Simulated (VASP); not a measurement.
# Zr (Ibam) in VASP: single point with PBE

Aim: the single point of Zr with PBE.

Program: VASP 6.6.1. These are calculated values, not measurements. Logs are shortened: lines on timing, memory, paths and dates and some standing lists are left out, and cuts for length are marked.

### Step 1. The cell of the first run

The structure is orthorhombic, space group Ibam (No. 72). The conventional cell has a = 5.438 Å, b = 8.323 Å, c = 6.211 Å, α = 90.00°, β = 90.00°, γ = 90.00°. Within 4.1 Å of Zr (site symmetry 222) lie 14 Zr at 3.11 to 3.80 Å. Within 3.9 Å of Zr (site symmetry m) lie 13 Zr at 2.98 to 3.83 Å.

### Step 2. Single point, PBE

File INCAR:

```
SYSTEM = Zr
  PREC = Accurate
  ENCUT = 520
  EDIFF = 1E-6
  ISMEAR = 0
  SIGMA = 0.1
  LREAL = .FALSE.
  LASPH = .TRUE.
  NELM = 80
  ALGO = Normal
  ISIF = 2
  LWAVE = .FALSE.
  LCHARG = .FALSE.
  GGA = PE
  NBANDS = 45
```

File KPOINTS:

```
Automatic mesh
0
G
  8 8 8
  0 0 0
```

File POSCAR:

```
Zr
1.0
   -2.7188629099      4.1614719711      3.1052516920
    2.7188629099     -4.1614719711      3.1052516920
    2.7188629099      4.1614719711     -3.1052516920
Zr
6
Direct
    0.2500000000      0.2500000000      0.0000000000
    0.7500000000      0.7500000000      0.0000000000
    0.3230926161      0.0772598066      0.4003524227
    0.8230926161      0.4227401934      0.2458328095
    0.6769073839      0.9227401934      0.5996475773
    0.1769073839      0.5772598066      0.7541671905
```

Potentials or basis: VASP PAW PBE potentials, release 64 (Zr_sv).

On the command line:

```
cat potpaw_PBE.64/Zr_sv/POTCAR > POTCAR
mpirun -np 1 vasp_std > vasp.out
```

OUTCAR:

```text
SYSTEM = Zr
   PREC = Accurate
   ENCUT = 520
   EDIFF = 1E-6
   ISMEAR = 0
   LREAL = .FALSE.
   LASPH = .TRUE.
   NELM = 80
   ISIF = 2
   GGA = PE

 ion  position               nearest neighbor table
   1  0.250  0.250  0.000-   2 3.11   2 3.11   6 3.13   4 3.13   5 3.13   3 3.13   3 3.14   5 3.14
                             4 3.14   6 3.14   3 3.80   4 3.80   6 3.80   5 3.80
   2  0.750  0.750  0.000-   1 3.11   1 3.11   6 3.13   4 3.13   3 3.13   5 3.13   5 3.14   3 3.14
                             6 3.14   4 3.14   5 3.80   6 3.80   4 3.80   3 3.80
   3  0.323  0.077  0.400-   6 2.98   6 2.98   5 3.06   2 3.13   1 3.13   1 3.14   2 3.14   4 3.22
                             4 3.22   1 3.80   2 3.80   5 3.83   5 3.83
   4  0.823  0.423  0.246-   5 2.98   5 2.98   6 3.06   2 3.13   1 3.13   1 3.14   2 3.14   3 3.22
                             3 3.22   1 3.80   2 3.80   6 3.83   6 3.83
   5  0.677  0.923  0.600-   4 2.98   4 2.98   3 3.06   1 3.13   2 3.13   2 3.14   1 3.14   6 3.22
                             6 3.22   2 3.80   1 3.80   3 3.83   3 3.83
   6  0.177  0.577  0.754-   3 2.98   3 2.98   4 3.06   2 3.13   1 3.13   1 3.14   2 3.14   5 3.22
                             5 3.22   2 3.80   1 3.80   4 3.83   4 3.83

  LATTYP: Found a body centered orthorhombic cell.
 ALAT       =     5.4377258198
 B/A-ratio  =     1.1421141098
 C/A-ratio  =     1.5305927915

  Lattice vectors:

 A1 = (   2.7188629099,  -4.1614719711,  -3.1052516920)
 A2 = (  -2.7188629099,  -4.1614719711,   3.1052516920)
 A3 = (  -2.7188629099,   4.1614719711,  -3.1052516920)

Analysis of symmetry for initial positions (statically):
=====================================================================
 Subroutine PRICEL returns:
 Original cell was already a primitive cell.

 Routine SETGRP: Setting up the symmetry group for a
 body centered orthorhombic supercell.

 Subroutine GETGRP returns: Found  8 space group operations
 (whereof  4 operations were pure point group operations)
 out of a pool of  8 trial point group operations.

The static configuration has the point symmetry C_2h.
 The point group associated with its full space group is D_2h.

Analysis of symmetry for dynamics (positions and initial velocities):
=====================================================================
 Subroutine PRICEL returns:
 Original cell was already a primitive cell.

 Routine SETGRP: Setting up the symmetry group for a
 body centered orthorhombic supercell.

 Subroutine GETGRP returns: Found  8 space group operations
 (whereof  4 operations were pure point group operations)
 out of a pool of  8 trial point group operations.

The dynamic configuration has the point symmetry C_2h.
 The point group associated with its full space group is D_2h.

 Subroutine INISYM returns: Found  8 space group operations
 (whereof  4 operations are pure point group operations),
 and found     1 'primitive' translations

----------------------------------------------------------------------------------------

                                     Primitive cell

  volume of cell :     140.5371

  direct lattice vectors                    reciprocal lattice vectors
    -2.718862910  4.161471971  3.105251692     0.000000000  0.120149794  0.161017544
     2.718862910 -4.161471971  3.105251692     0.183900409  0.000000000  0.161017544
     2.718862910  4.161471971 -3.105251692     0.183900409  0.120149794  0.000000000

  length of vectors
     5.861113594  5.861113594  5.861113594     0.200904511  0.244429969  0.219670966

  position of ions in fractional coordinates (direct lattice)
     0.250000000  0.250000000  0.000000000
     0.750000000  0.750000000  0.000000000
     0.323092616  0.077259807  0.400352423
     0.823092616  0.422740193  0.245832810
     0.676907384  0.922740193  0.599647577
     0.176907384  0.577259807  0.754167190

  ion indices of the primitive-cell ions
   primitive index   ion index
                 1           1
                 2           2
                 3           3
                 4           4
                 5           5
                 6           6

----------------------------------------------------------------------------------------

 KPOINTS: Automatic mesh

Automatic generation of k-mesh.
 Grid dimensions read from file:
 generate k-points for:    8    8    8

 Generating k-lattice:

  Cartesian coordinates                     Fractional coordinates (reciprocal lattice)
     0.000000000  0.015018724  0.020127193     0.125000000  0.000000000  0.000000000
     0.022987551  0.000000000  0.020127193     0.000000000  0.125000000  0.000000000
     0.022987551  0.015018724  0.000000000     0.000000000  0.000000000  0.125000000

  Length of vectors
     0.025113064  0.030553746  0.027458871

  Shift w.r.t. Gamma in fractional coordinates (k-lattice)
     0.000000000  0.000000000  0.000000000

 Subroutine IBZKPT returns following result:
 ===========================================

 Found     95 irreducible k-points:

 Following reciprocal coordinates:
            Coordinates               Weight
  0.000000  0.000000  0.000000      1.000000
  0.125000  0.000000  0.000000      4.000000
  0.250000  0.000000  0.000000      4.000000
  0.375000  0.000000  0.000000      4.000000
  0.500000  0.000000  0.000000      2.000000
  0.000000  0.125000  0.000000      4.000000
[... 16 lines left out ...]
  0.125000  0.375000  0.000000      8.000000
  0.250000  0.375000  0.000000      8.000000
 [... further k-points ...]
   k-points           NKPTS =     95   k-points in BZ     NKDIM =     95   number of bands    NBANDS=     45
   number of dos      NEDOS =    301   number of ions     NIONS =      6
   total plane-waves  NPLWV = 110592
   dimension x,y,z NGX =    48 NGY =   48 NGZ =   48
   dimension x,y,z NGXF=    96 NGYF=   96 NGZF=   96
   ions per type =               6
   NGX,Y,Z   is equivalent  to a cutoff of  13.61, 13.61, 13.61 a.u.
   NGXF,Y,Z  is equivalent  to a cutoff of  27.23, 27.23, 27.23 a.u.
 SYSTEM =  Zr
   PREC   = accura    normal or accurate (medium, high low for compatibility)
   ISTART =      0    job   : 0-new  1-cont  2-samecut
   ICHARG =      2    charge: 1-file 2-atom 10-const
   ISPIN  =      1    spin polarized calculation?
   LNONCOLLINEAR =      F non collinear calculations
   LSORBIT =      F    spin-orbit coupling
   LASPH  =      T    aspherical Exc in radial PAW
   ENCUT  =  520.0 eV  38.22 Ry    6.18 a.u.  10.90 10.90 10.90*2*pi/ulx,y,z
   NELM   =     80;   NELMIN=  2; NELMDL= -5     # of ELM steps
   EDIFF  = 0.1E-05   stopping-criterion for ELM
   LREAL  =      F    real-space projection
   EDIFFG = 0.1E-04   stopping-criterion for IOM
   NSW    =      0    number of steps for IOM
   IBRION =     -1    ionic relax: 0-MD 1-quasi-New 2-CG
   NFREE  =      0    steps in history (QN), initial steepest desc. (CG)
   ISIF   =      2    stress and relaxation
   ISYM   =      2    0-nonsym 1-usesym 2-fastsym
   POTIM  = 0.5000    time-step for ionic-motion
   TEBEG  =    0.0;   TEEND  =   0.0 temperature during run
   PSTRESS=    0.0 pullay stress
   NELECT =      72.0000    total number of electrons
   NUPDOWN=      -1.0000    fix difference up-down
   EMIN   =  10.00;   EMAX   =-10.00  energy-range for DOS
   EFERMI =   0.00;   METHOD = LEGACY
   ISMEAR =     0;   SIGMA  =   0.10  broadening in eV -4-tet -1-fermi 0-gaus
   EFERMI_NEDOS =   21; number of points for ismear=-14 and -15
   IALGO  =     38    algorithm
   IMIX   =      4    mixing-type and parameters
     AMIX     =   0.40;   BMIX     =  1.00
     AMIX_MAG =   1.60;   BMIX_MAG =  1.00
  volume/ion in A,a.u.               =      23.42       158.07
  Fermi-wavevector in a.u.,A,eV,Ry     =   1.309952  2.475450 23.347238  1.715974
  Thomas-Fermi vector in A             =   2.440515
   LORBIT       =      0    0 simple, 1 ext, 2 COOP (PROOUT), +10 PAW based schemes
   GGA     = PE    functional components
   LHFCALC =     F    Hartree Fock is set to
   AEXX    =    0.0000 exact exchange contribution
   IVDW    =     0    specifies the selected vdW correction
   LEPSILON=     F    determine dielectric tensor
   LRPA    =     F    only Hartree local field effects (RPA)
 non-spin polarized calculation
 Gauss-broadening in eV      SIGMA  =   0.10
  energy-cutoff  :      520.00
  volume of cell :      140.54
 maximum number of plane-waves:      3810
 NGX is ok and might be reduce to    48
   NGX = 21   NGY = 21   NGZ = 21

 number of electron      72.0000000 magnetization

 Free energy of the ion-electron system (eV)
  ---------------------------------------------------
  ext. energy  EPLUGINS =         0.00000000
  ---------------------------------------------------
  free energy    TOTEN  =       -51.03759167 eV

  energy without entropy =      -51.00515122  energy(sigma->0) =      -51.02137144

 E-fermi :   8.7130     XC(G=0): -11.0393

 val. band max:        8.7118218600   @ k =   0.2500   0.2500   0.0000
 cond. band min:       8.7150696247   @ k =  -0.3750   0.1250   0.0000
 fundamental gap:      0.0032477647
 Fermi energy:         8.7129712440

 k-point     1 :       0.0000    0.0000    0.0000
  band No.  band energies     occupation
      1     -39.9923      2.00000
      2     -39.8473      2.00000
      3     -39.7998      2.00000
      4     -39.7900      2.00000
      5     -39.7835      2.00000
      6     -39.7833      2.00000
[... 37 lines left out ...]
     44      10.5763      0.00000
     45      10.6860      0.00000

 k-point     2 :       0.1250    0.0000    0.0000
  band No.  band energies     occupation
      1     -39.9865      2.00000
      2     -39.8517      2.00000
      3     -39.8009      2.00000
      4     -39.7925      2.00000
      5     -39.7827      2.00000
      6     -39.7823      2.00000
[... 37 lines left out ...]
     44      10.4591      0.00000
     45      10.6625      0.00000

 k-point     3 :       0.2500    0.0000    0.0000
  band No.  band energies     occupation
      1     -39.9697      2.00000
      2     -39.8651      2.00000
      3     -39.8030      2.00000
      4     -39.7975      2.00000
      5     -39.7812      2.00000
      6     -39.7805      2.00000
[... 997 lines left out ...]
     44      10.4204      0.00000
     45      11.0387      0.00000

 k-point    24 :       0.2500    0.3750    0.0000
  band No.  band energies     occupation
      1     -39.8811      2.00000
      2     -39.8721      2.00000
      3     -39.8594      2.00000
      4     -39.8239      2.00000
      5     -39.7891      2.00000
      6     -39.7735      2.00000
[... 37 lines left out ...]
     44      10.5465      0.00000
     45      11.0113      0.00000

 [... further k-points ...]

------------------------ aborting loop because EDIFF is reached ----------------------------------------

  FORCE on cell =-STRESS in cart. coord.  units (eV):
  Direction    XX          YY          ZZ          XY          YZ          ZX
  --------------------------------------------------------------------------------------
  -------------------------------------------------------------------------------------
  Total        0.0251625      0.0069581      0.0006960      0.0000000      0.0000000      0.0000000
  in kB        0.2868627      0.0793245      0.0079344      0.0000000      0.0000000      0.0000000
  external PRESSURE =       0.1247072 kB  Pullay stress =       0.0000000 kB

 VOLUME and BASIS-vectors are now :
 -----------------------------------------------------------------------------
  energy-cutoff  :      520.00
  volume of cell :      140.54
      direct lattice vectors                 reciprocal lattice vectors
    -2.718862910  4.161471971  3.105251692     0.000000000  0.120149794  0.161017544
     2.718862910 -4.161471971  3.105251692     0.183900409  0.000000000  0.161017544
     2.718862910  4.161471971 -3.105251692     0.183900409  0.120149794  0.000000000

 POSITION                                       TOTAL-FORCE (eV/Angst)
 -----------------------------------------------------------------------------------
      0.00000      0.00000      1.55263         0.000000      0.000000      0.000000
      0.00000      0.00000      4.65788         0.000000      0.000000      0.000000
      0.42012      2.68908     -0.00000         0.002440      0.003810      0.000000
     -0.42012      2.68908      3.10525        -0.002440      0.003810      0.000000
      2.29875      1.47239      3.10525        -0.002440     -0.003810     -0.000000
      3.13898      1.47239      0.00000         0.002440     -0.003810      0.000000
 -----------------------------------------------------------------------------------
    total drift:                                0.000000      0.000000     -0.000000

  FREE ENERGIE OF THE ION-ELECTRON SYSTEM (eV)
  ---------------------------------------------------
  free  energy   TOTEN  =       -51.0375916690 eV

  energy  without entropy=      -51.0051512183  energy(sigma->0) =      -51.02137144
```

It took 6.6 min on 1 thread of Intel Xeon 6975P-C (Granite Rapids), shared host; peak memory 0.58 GiB.

Results:

| Quantity | Value |
| --- | --- |
| Free energy | -51.0376 eV |
| Pressure | 0.0 GPa |
| Largest force | 0.005 eV/Å |
| Band gap on the k mesh | zero (bands 36 and 37 overlap by 0.41 eV) |

Forces on the atoms (eV/Å):
```
Zr   0.000  0.000  0.000
Zr   0.000  0.000  0.000
Zr   0.002  0.004  0.000
Zr  -0.002  0.004  0.000
Zr  -0.002 -0.004  0.000
Zr   0.002 -0.004  0.000
```

Levels at points of the mesh, in eV from the Fermi level:
```
           k point  band 34  band 35  band 36  band 37  band 38  band 39
(0.00, 0.00, 0.00)    -0.28    -0.10     0.08     0.20     0.58     0.67
(0.50, 0.00, 0.00)    -0.98    -0.39    -0.39     0.42     0.42     0.99
(0.00, 0.50, 0.00)    -0.84    -0.56    -0.56    -0.02    -0.02     0.79
(0.50, 0.50, 0.00)    -0.44    -0.31    -0.04     0.08     0.35     0.74
(0.50, 0.50, 0.50)    -0.73     0.09     0.14     0.14     0.22     0.50
```
